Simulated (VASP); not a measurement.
# Al9H in VASP: notebook

Al9H is run at these levels: PBE; tasks: single point.

All numbers are computed with VASP 6.6.1; they aren't measurements. Logs are shortened: lines on timing, memory, paths and dates and some standing lists are left out, and cuts for length are marked.

## Step 1: The cell of the first run

The cell holds a slab with vacuum, 20 atoms: a = 5.707 Å, b = 9.806 Å, c = 22.790 Å, α = 90.00°, β = 90.00°, γ = 98.37°.

## Step 2: Single point, PBE

INCAR

```
  PREC = Accurate
  ENCUT = 520
  EDIFF = 1E-7
  ISMEAR = 0
  SIGMA = 0.1
  LREAL = Auto
  LASPH = True
  NELM = 60
  ALGO = Normal
  ISIF = 2
  LWAVE = False
  LCHARG = False
  LDIPOL = True
  IDIPOL = 3
  DIPOL = 0.5 0.5 0.300
  GGA = PE
  NBANDS = 44
```

KPOINTS

```
Automatic mesh
0
Gamma
  5 3 1
```

POSCAR

```
Al9H
1.0
    5.7070863106      0.0000000000      0.0000000000
   -1.4267715776      9.7014842380      0.0000000000
    0.0000000000      0.0000000000     22.7903703519
Al H
18 2
Direct
    0.2662216041      0.0648864163      0.1755127248
    0.7662216041      0.0648864163      0.1755127248
    0.3354806058      0.3419224231      0.2192029854
    0.8354806058      0.3419224231      0.2192029854
    0.1493324061      0.5973296244      0.2279410375
    0.6493324061      0.5973296244      0.2279410375
    0.4631842064      0.8527368258      0.2366790896
    0.9631842065      0.8527368258      0.2366790896
    0.0319772093      0.1277109169      0.2808262502
    0.5319772093      0.1277109169      0.2808262502
    0.0997917601      0.4042231294      0.3301071124
    0.5997917601      0.4042231294      0.3301071124
    0.4144000537      0.6596656514      0.3369822081
    0.9144000537      0.6596656514      0.3369822081
    0.2263076916      0.9110819252      0.3449259130
    0.7263076916      0.9110819252      0.3449259130
    0.2962427243      0.1814072004      0.3857054631
    0.7962427243      0.1814072004      0.3857054631
    0.6062643800      0.3777722722      0.4616147166
    0.6062643800      0.4714919451      0.4616147166
```

Potentials or basis: VASP PAW PBE potentials, release 64 (Al, H).

Started as:

```
$ cat potpaw_PBE.64/Al/POTCAR potpaw_PBE.64/H/POTCAR > POTCAR
$ mpirun -np 1 vasp_std > vasp.out
```

OUTCAR:

```text
PREC = Accurate
   ENCUT = 520
   EDIFF = 1E-7
   ISMEAR = 0
   LREAL = Auto
   LASPH = True
   NELM = 60
   ISIF = 2
   GGA = PE

 ion  position               nearest neighbor table
   1  0.266  0.065  0.176-   2 2.85   2 2.85   9 2.86  10 2.86   7 2.87   8 2.87   3 2.87
   2  0.766  0.065  0.176-   1 2.85   1 2.85  10 2.86   9 2.86   8 2.87   7 2.87   4 2.87
   3  0.335  0.342  0.219-   4 2.85   4 2.85   6 2.87   5 2.87   1 2.87   9 2.89  10 2.89  12 2.96
                            11 2.97
   4  0.835  0.342  0.219-   3 2.85   3 2.85   5 2.87   6 2.87   2 2.87  10 2.89   9 2.89  11 2.96
                            12 2.97
   5  0.149  0.597  0.228-   6 2.85   6 2.85   4 2.87   3 2.87   8 2.87   7 2.87  13 2.93  14 2.93
                            11 2.99
   6  0.649  0.597  0.228-   5 2.85   5 2.85   3 2.87   4 2.87   7 2.87   8 2.87  14 2.93  13 2.93
                            12 2.99
   7  0.463  0.853  0.237-  10 2.85   8 2.85   8 2.85   1 2.87   2 2.87   5 2.87   6 2.87  16 2.90
                            15 2.91  13 2.96
   8  0.963  0.853  0.237-   9 2.85   7 2.85   7 2.85   1 2.87   2 2.87   5 2.87   6 2.87  15 2.90
                            16 2.91  14 2.96
   9  0.032  0.128  0.281-  18 2.83  17 2.83   8 2.85  10 2.85  10 2.85   1 2.86   2 2.86   3 2.89
                             4 2.89  11 2.91  15 2.93  16 2.93
  10  0.532  0.128  0.281-  17 2.83  18 2.83   7 2.85   9 2.85   9 2.85   2 2.86   1 2.86   4 2.89
                             3 2.89  12 2.91  16 2.93  15 2.93
  11  0.100  0.404  0.330-  12 2.85  12 2.85  14 2.86  13 2.87  18 2.88  17 2.89   9 2.91   4 2.96
                             3 2.97   5 2.99
  12  0.600  0.404  0.330-  11 2.85  11 2.85  13 2.86  14 2.87  17 2.88  18 2.89  10 2.91   3 2.96
                             4 2.97   6 2.99
  13  0.414  0.660  0.337-  16 2.83  15 2.83  14 2.85  14 2.85  12 2.86  11 2.87   5 2.93   6 2.93
                             7 2.96
  14  0.914  0.660  0.337-  15 2.83  16 2.83  13 2.85  13 2.85  11 2.86  12 2.87   6 2.93   5 2.93
                             8 2.96
  15  0.226  0.911  0.345-  17 2.78  14 2.83  13 2.83  16 2.85  16 2.85   8 2.90   7 2.91   9 2.93
                            10 2.93
  16  0.726  0.911  0.345-  18 2.78  13 2.83  14 2.83  15 2.85  15 2.85   7 2.90   8 2.91  10 2.93
                             9 2.93
  17  0.296  0.181  0.386-  15 2.78  10 2.83   9 2.83  18 2.85  18 2.85  12 2.88  11 2.89
  18  0.796  0.181  0.386-  16 2.78   9 2.83  10 2.83  17 2.85  17 2.85  11 2.88  12 2.89
  19  0.606  0.378  0.462-
  20  0.606  0.471  0.462-

  LATTYP: Found a simple monoclinic cell.
 ALAT       =     5.7070863106
 B/A-ratio  =     3.9933460108
 C/A-ratio  =     1.7181865166
 COS(beta)  =    -0.1455022476

  Lattice vectors:

 A1 = (   5.7070863106,   0.0000000000,   0.0000000000)
 A2 = (   0.0000000000,   0.0000000000, -22.7903703519)
 A3 = (  -1.4267715776,   9.7014842380,   0.0000000000)

[... 163 lines left out ...]
   IMIX   =      4    mixing-type and parameters
     AMIX     =   0.40;   BMIX     =  1.00
     AMIX_MAG =   1.60;   BMIX_MAG =  1.00
  volume/ion in A,a.u.               =      63.09       425.77
  Fermi-wavevector in a.u.,A,eV,Ry     =   0.579610  1.095305  4.570853  0.335948
  Thomas-Fermi vector in A             =   1.623387
   LORBIT       =      0    0 simple, 1 ext, 2 COOP (PROOUT), +10 PAW based schemes
   GGA     = PE    functional components
   LHFCALC =     F    Hartree Fock is set to
   AEXX    =    0.0000 exact exchange contribution
   IVDW    =     0    specifies the selected vdW correction
   LEPSILON=     F    determine dielectric tensor
   LRPA    =     F    only Hartree local field effects (RPA)
 non-spin polarized calculation
 Gauss-broadening in eV      SIGMA  =   0.10
  energy-cutoff  :      520.00
  volume of cell :     1261.84
 maximum number of plane-waves:     34010
   NGX = 21   NGY = 37   NGZ = 85

 dipolmoment           0.000000      0.000000     -0.001987 electrons x Angstroem

 number of electron      56.0000000 magnetization

 dipolmoment           0.000000      0.000000      0.007963 electrons x Angstroem

 Free energy of the ion-electron system (eV)
  ---------------------------------------------------
  ext. energy  EPLUGINS =         0.00000000
  ---------------------------------------------------
  free energy    TOTEN  =       -67.63387260 eV

  energy without entropy =      -67.58562462  energy(sigma->0) =      -67.60974861

 E-fermi :  -1.2081     XC(G=0):  -3.3859

 val. band max:       -1.2277467195   @ k =   0.0000   0.3333   0.0000
 cond. band min:      -1.1913920007   @ k =   0.2000  -0.0000   0.0000
 fundamental gap:      0.0363547187
 Fermi energy:        -1.2080673725

 k-point     1 :       0.0000    0.0000    0.0000
  band No.  band energies     occupation
      1     -11.2775      2.00000
      2      -9.7360      2.00000
      3      -9.6424      2.00000
      4      -9.0139      2.00000
      5      -7.4573      2.00000
      6      -7.1741      2.00000
[... 333 lines left out ...]
     39       0.8851      0.00000
     40       1.0256      0.00000
 [bands above 40 left out]

------------------------ aborting loop because EDIFF is reached ----------------------------------------

 vacuum level on the upper side and lower side of the slab       (xc-potential included)        -0.019        -0.043

  FORCE on cell =-STRESS in cart. coord.  units (eV):
  Direction    XX          YY          ZZ          XY          YZ          ZX
  --------------------------------------------------------------------------------------
  -------------------------------------------------------------------------------------
  Total      -12.0589901    -15.3495380      0.3182109      0.5680087     -0.1759368      0.0269921
  in kB      -15.3114922    -19.4895533      0.4040374      0.7212097     -0.2233898      0.0342723
  external PRESSURE =     -11.4656694 kB  Pullay stress =       0.0000000 kB

 VOLUME and BASIS-vectors are now :
 -----------------------------------------------------------------------------
  energy-cutoff  :      520.00
  volume of cell :     1261.84
      direct lattice vectors                 reciprocal lattice vectors
     5.707086311  0.000000000  0.000000000     0.175220760  0.025769253  0.000000000
    -1.426771578  9.701484238  0.000000000     0.000000000  0.103077011  0.000000000
     0.000000000  0.000000000 22.790370352     0.000000000  0.000000000  0.043878181

 POSITION                                       TOTAL-FORCE (eV/Angst)
 -----------------------------------------------------------------------------------
      1.42677      0.62949      4.00000        -0.016020      0.137203      0.024365
      4.28031      0.62949      4.00000         0.003998      0.146254      0.023012
      1.42677      3.31715      4.99572         0.023654      0.038849      0.064313
      4.28031      3.31715      4.99572        -0.012851      0.036002      0.053333
      0.00000      5.79498      5.19486         0.002255     -0.090819      0.037271
      2.85354      5.79498      5.19486        -0.006265     -0.095783      0.023610
[... 12 lines left out ...]
      2.92101      3.66495     10.52037        -0.476995      3.238619      0.058726
      2.78729      4.57417     10.52037         0.479711     -3.127232      0.110639
 -----------------------------------------------------------------------------------
    total drift:                               -0.007978     -0.032186     -0.007308

  FREE ENERGIE OF THE ION-ELECTRON SYSTEM (eV)
  ---------------------------------------------------
  free  energy   TOTEN  =       -67.6338725991 eV

  energy  without entropy=      -67.5856246239  energy(sigma->0) =      -67.60974861

 vacuum level on the upper side and lower side of the slab         2.967         2.942
```

OSZICAR:

```text
N       E                     dE             d eps       ncg     rms          rms(c)
DAV:   1     0.215815747526E+03    0.21582E+03   -0.15389E+04   704   0.854E+02
DAV:   2    -0.533627989993E+02   -0.26918E+03   -0.26100E+03  1008   0.149E+02
DAV:   3    -0.700583060648E+02   -0.16696E+02   -0.16266E+02   812   0.377E+01
DAV:   4    -0.707563579262E+02   -0.69805E+00   -0.69632E+00  1168   0.915E+00
[... 19 lines left out ...]
DAV:  24    -0.676338713750E+02   -0.31498E-05   -0.75510E-08   676   0.535E-04    0.135E-04
DAV:  25    -0.676338720242E+02   -0.64924E-06   -0.83832E-09   520   0.292E-04    0.521E-05
DAV:  26    -0.676338723314E+02   -0.30719E-06   -0.34035E-09   548   0.199E-04    0.682E-05
DAV:  27    -0.676338725246E+02   -0.19319E-06   -0.28603E-09   520   0.170E-04    0.252E-05
DAV:  28    -0.676338725991E+02   -0.74476E-07   -0.59471E-10   524   0.105E-04
   1 F= -.67633873E+02 E0= -.67609749E+02  d E =-.482480E-01
```

Wall time 16 min (1 thread of Intel Xeon Platinum 8488C (Sapphire Rapids), shared host); peak memory 1.2 GiB.

Results:

- Free energy: -67.6339 eV
- Largest force: 3.274 eV/Å
- Band gap on the k mesh: zero (bands 28 and 29 overlap by 0.73 eV)

Forces in eV/Å, atoms in the order of the input:
```
Al  -0.016  0.137  0.024
Al   0.004  0.146  0.023
Al   0.024  0.039  0.064
Al  -0.013  0.036  0.053
Al   0.002 -0.091  0.037
Al  -0.006 -0.096  0.024
Al  -0.001 -0.090 -0.127
Al   0.005 -0.086 -0.119
Al  -0.001  0.009 -0.002
Al  -0.002  0.016 -0.015
Al   0.010 -0.016  0.005
Al  -0.002 -0.019 -0.077
Al  -0.002 -0.033 -0.001
Al  -0.008 -0.029 -0.008
Al   0.001  0.010 -0.005
Al  -0.004  0.018  0.000
Al   0.005 -0.029 -0.026
Al   0.001 -0.034 -0.020
H   -0.477  3.239  0.059
H    0.480 -3.127  0.111
```

## Step 3: Single point, PBE

INCAR

```
  ALGO = Normal
  DIPOL = 0.5 0.5 0.294
  EDIFF = 1E-6
  ENCUT = 520
  GGA = PE
  IDIPOL = 3
  ISIF = 2
  ISMEAR = 0
  LASPH = True
  LCHARG = True
  LDIPOL = True
  LELF = True
  LREAL = Auto
  LVACPOTAV = True
  LVHAR = True
  LWAVE = False
  NBANDS = 44
  NELM = 100
  PREC = Accurate
  SIGMA = 0.1
```

KPOINTS

```
k-points
0
Gamma
  5 3 1
```

Edit POSCAR of step 2 so:

```diff
@@ -26,3 +26,3 @@
     0.7962427243      0.1814072004      0.3857054631
-    0.6062643800      0.3777722722      0.4616147166
-    0.6062643800      0.4714919451      0.4616147166
+    0.6062643800      0.3863895871      0.4054506447
+    0.6062643800      0.4628746302      0.4054506447
```

Potentials or basis: VASP PAW PBE potentials, release 64 (Al, H).

Started as:

```
$ cat potpaw_PBE.64/Al/POTCAR potpaw_PBE.64/H/POTCAR > POTCAR
$ mpirun -np 1 vasp_std > vasp.out
```

OUTCAR:

```text
EDIFF = 1E-6
   ENCUT = 520
   GGA = PE
   ISIF = 2
   ISMEAR = 0
   LASPH = True
   LREAL = Auto
   NELM = 100
   PREC = Accurate

 ion  position               nearest neighbor table
   1  0.266  0.065  0.176-   2 2.85   2 2.85   9 2.86  10 2.86   7 2.87   8 2.87   3 2.87
   2  0.766  0.065  0.176-   1 2.85   1 2.85  10 2.86   9 2.86   8 2.87   7 2.87   4 2.87
   3  0.335  0.342  0.219-   4 2.85   4 2.85   6 2.87   5 2.87   1 2.87   9 2.89  10 2.89  12 2.96
                            11 2.97
   4  0.835  0.342  0.219-   3 2.85   3 2.85   5 2.87   6 2.87   2 2.87  10 2.89   9 2.89  11 2.96
                            12 2.97
   5  0.149  0.597  0.228-   6 2.85   6 2.85   4 2.87   3 2.87   8 2.87   7 2.87  13 2.93  14 2.93
                            11 2.99
   6  0.649  0.597  0.228-   5 2.85   5 2.85   3 2.87   4 2.87   7 2.87   8 2.87  14 2.93  13 2.93
                            12 2.99
   7  0.463  0.853  0.237-  10 2.85   8 2.85   8 2.85   1 2.87   2 2.87   5 2.87   6 2.87  16 2.90
                            15 2.91  13 2.96
   8  0.963  0.853  0.237-   9 2.85   7 2.85   7 2.85   1 2.87   2 2.87   5 2.87   6 2.87  15 2.90
                            16 2.91  14 2.96
   9  0.032  0.128  0.281-  18 2.83  17 2.83   8 2.85  10 2.85  10 2.85   1 2.86   2 2.86   3 2.89
                             4 2.89  11 2.91  15 2.93  16 2.93
  10  0.532  0.128  0.281-  17 2.83  18 2.83   7 2.85   9 2.85   9 2.85   2 2.86   1 2.86   4 2.89
                             3 2.89  12 2.91  16 2.93  15 2.93
  11  0.100  0.404  0.330-  12 2.85  12 2.85  14 2.86  13 2.87  18 2.88  17 2.89   9 2.91   4 2.96
                             3 2.97   5 2.99
  12  0.600  0.404  0.330-  19 1.73  20 1.81  11 2.85  11 2.85  13 2.86  14 2.87  17 2.88  18 2.89
                            10 2.91   3 2.96   4 2.97   6 2.99
  13  0.414  0.660  0.337-  16 2.83  15 2.83  14 2.85  14 2.85  12 2.86  11 2.87   5 2.93   6 2.93
                             7 2.96
  14  0.914  0.660  0.337-  15 2.83  16 2.83  13 2.85  13 2.85  11 2.86  12 2.87   6 2.93   5 2.93
                             8 2.96
  15  0.226  0.911  0.345-  17 2.78  14 2.83  13 2.83  16 2.85  16 2.85   8 2.90   7 2.91   9 2.93
                            10 2.93
  16  0.726  0.911  0.345-  18 2.78  13 2.83  14 2.83  15 2.85  15 2.85   7 2.90   8 2.91  10 2.93
                             9 2.93
  17  0.296  0.181  0.386-  15 2.78  10 2.83   9 2.83  18 2.85  18 2.85  12 2.88  11 2.89
  18  0.796  0.181  0.386-  16 2.78   9 2.83  10 2.83  17 2.85  17 2.85  11 2.88  12 2.89
  19  0.606  0.386  0.405-  20 0.75  12 1.73
  20  0.606  0.463  0.405-  19 0.75  12 1.81

[... 200 lines left out ...]

 Free energy of the ion-electron system (eV)
  ---------------------------------------------------
  ext. energy  EPLUGINS =         0.00000000
  ---------------------------------------------------
  free energy    TOTEN  =       -66.95032762 eV

  energy without entropy =      -66.89974401  energy(sigma->0) =      -66.92503581

 E-fermi :  -1.1483     XC(G=0):  -3.3408

 val. band max:       -1.1541161404   @ k =   0.0000   0.3333   0.0000
 cond. band min:      -1.0932126897   @ k =  -0.4000   0.3333   0.0000
 fundamental gap:      0.0609034507
 Fermi energy:        -1.1482570736

 k-point     1 :       0.0000    0.0000    0.0000
  band No.  band energies     occupation
      1     -11.8853      2.00000
      2     -10.9071      2.00000
      3      -9.6796      2.00000
      4      -9.3892      2.00000
      5      -8.7053      2.00000
      6      -7.1511      2.00000
[... 333 lines left out ...]
     39       0.9988      0.00000
     40       1.0927      0.00000
 [bands above 40 left out]

------------------------ aborting loop because EDIFF is reached ----------------------------------------

  FORCE on cell =-STRESS in cart. coord.  units (eV):
  Direction    XX          YY          ZZ          XY          YZ          ZX
  --------------------------------------------------------------------------------------
  -------------------------------------------------------------------------------------
  Total      -10.9720727    -10.4135499      3.4365567      0.1447924     -0.3202162      0.0740230
  in kB      -13.9314158    -13.2222505      4.3634509      0.1838452     -0.4065836      0.0939882
  external PRESSURE =      -7.5967385 kB  Pullay stress =       0.0000000 kB

 VOLUME and BASIS-vectors are now :
 -----------------------------------------------------------------------------
  energy-cutoff  :      520.00
  volume of cell :     1261.84
      direct lattice vectors                 reciprocal lattice vectors
     5.707086311  0.000000000  0.000000000     0.175220760  0.025769253  0.000000000
    -1.426771578  9.701484238  0.000000000     0.000000000  0.103077011  0.000000000
     0.000000000  0.000000000 22.790370352     0.000000000  0.000000000  0.043878181

 POSITION                                       TOTAL-FORCE (eV/Angst)
 -----------------------------------------------------------------------------------
      1.42677      0.62949      4.00000        -0.098697      0.152603      0.028839
      4.28031      0.62949      4.00000         0.086635      0.161577      0.000078
      1.42677      3.31715      4.99572        -0.060477     -0.008781     -0.041909
      4.28031      3.31715      4.99572         0.074599      0.004681     -0.027391
      0.00000      5.79498      5.19486        -0.021360     -0.107562      0.025464
      2.85354      5.79498      5.19486         0.024847     -0.069753      0.077538
[... 12 lines left out ...]
      2.90871      3.74855      9.24037         0.232534     -1.398365      1.398902
      2.79959      4.49057      9.24037        -0.194464      1.845752      0.587785
 -----------------------------------------------------------------------------------
    total drift:                               -0.007902     -0.032395     -0.007178

  FREE ENERGIE OF THE ION-ELECTRON SYSTEM (eV)
  ---------------------------------------------------
  free  energy   TOTEN  =       -66.9503276189 eV

  energy  without entropy=      -66.8997440065  energy(sigma->0) =      -66.92503581

 vacuum level on the upper side and lower side of the slab         2.872         3.047
```

OSZICAR:

```text
N       E                     dE             d eps       ncg     rms          rms(c)
DAV:   1     0.223009569207E+03    0.22301E+03   -0.15444E+04   704   0.854E+02
DAV:   2    -0.512841073591E+02   -0.27429E+03   -0.26473E+03  1000   0.152E+02
DAV:   3    -0.695898325829E+02   -0.18306E+02   -0.17861E+02   868   0.394E+01
DAV:   4    -0.702683679836E+02   -0.67854E+00   -0.67622E+00  1024   0.882E+00
[... 17 lines left out ...]
DAV:  22    -0.669503173960E+02   -0.10664E-04   -0.38160E-07   572   0.138E-03    0.347E-04
DAV:  23    -0.669503230582E+02   -0.56623E-05   -0.17121E-07   576   0.986E-04    0.201E-04
DAV:  24    -0.669503262935E+02   -0.32353E-05   -0.10171E-07   540   0.762E-04    0.200E-04
DAV:  25    -0.669503273280E+02   -0.10345E-05   -0.31969E-08   548   0.514E-04    0.850E-05
DAV:  26    -0.669503276189E+02   -0.29091E-06   -0.95607E-09   480   0.360E-04
   1 F= -.66950328E+02 E0= -.66925036E+02  d E =-.505836E-01
```

Run time: 32 min. Hardware: 1 thread of Intel Xeon 8259CL, shared host; peak memory 1.2 GiB.

What came out:

```yaml
Free_energy: -66.9503 eV
Largest_force: 1.992 eV/Å
Band_gap_on_the_k_mesh: zero (bands 28 and 29 overlap by 0.51 eV)
```

Forces on the atoms (eV/Å):
```
Al  -0.099  0.153  0.029
Al   0.087  0.162  0.000
Al  -0.060 -0.009 -0.042
Al   0.075  0.005 -0.027
Al  -0.021 -0.108  0.025
Al   0.025 -0.070  0.078
Al  -0.011 -0.093 -0.144
Al   0.010 -0.073 -0.138
Al   0.011  0.012  0.016
Al  -0.031  0.047  0.028
Al   0.027 -0.007 -0.029
Al  -0.031 -0.007 -1.372
Al  -0.089 -0.012 -0.090
Al   0.067 -0.016 -0.116
Al   0.010  0.063 -0.008
Al   0.000  0.072  0.006
Al  -0.125 -0.292 -0.098
Al   0.118 -0.274 -0.105
H    0.233 -1.398  1.399
H   -0.194  1.846  0.588
```
